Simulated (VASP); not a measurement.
Wanted: the native input for a VASP 6.6.1 run.

```
Task                   : single point
Functional             : PBE
Potentials or basis    : VASP PAW PBE potentials, release 64 (Ba_sv)
Cutoff                 : 520 eV
k mesh                 : 10 × 10 × 10
Occupations            : fermi-dirac, width 0.1 eV
Spin                   : no spin polarisation
Dipole correction      : no
Further INCAR settings : ALGO = Normal; EDIFF = 1e-06; NBANDS = 11
```

The structure of Ba lies in POSCAR:

```
Ba
1.0
    0.0000000000      2.6814676077      2.6814676077
    2.6814676077      0.0000000000      2.6814676077
    2.6814676077      2.6814676077      0.0000000000
Ba
1
Direct
    0.0000000000      0.0000000000      0.0000000000
```

This cell differs from its parent crystal: volume scaled by 0.6.

The input as run:

INCAR

```
PREC = Accurate ; ENCUT = 520
EDIFF = 1E-6 ; ISMEAR = -1
SIGMA = 0.1 ; LREAL = False
LASPH = True ; NELM = 60
ALGO = Normal ; ISIF = 2
LWAVE = False ; LCHARG = True
GGA = PE ; LELF = True
LVHAR = True ; NBANDS = 11
```

KPOINTS

```
regular mesh
0
Gamma
  10 10 10
```

Potentials or basis: VASP PAW PBE potentials, release 64 (Ba_sv).

Run with:

```sh
$ cat potpaw_PBE.64/Ba_sv/POTCAR > POTCAR
$ mpirun -np 1 vasp_std > vasp.out
```

Results of the run:

```
Pressure               : 8.2 GPa
Band gap on the k mesh : zero (band 5 reaches 4.17 eV, above the bottom of band 6 at 2.79 eV)
```

Caveat: spin-orbit coupling is left out, which moves the levels of the heavy elements.

Run time: 7 s on 1 thread of Intel(R) Xeon(R) 6975P-C (Granite Rapids) (shared host), peak memory 0.16 GiB.
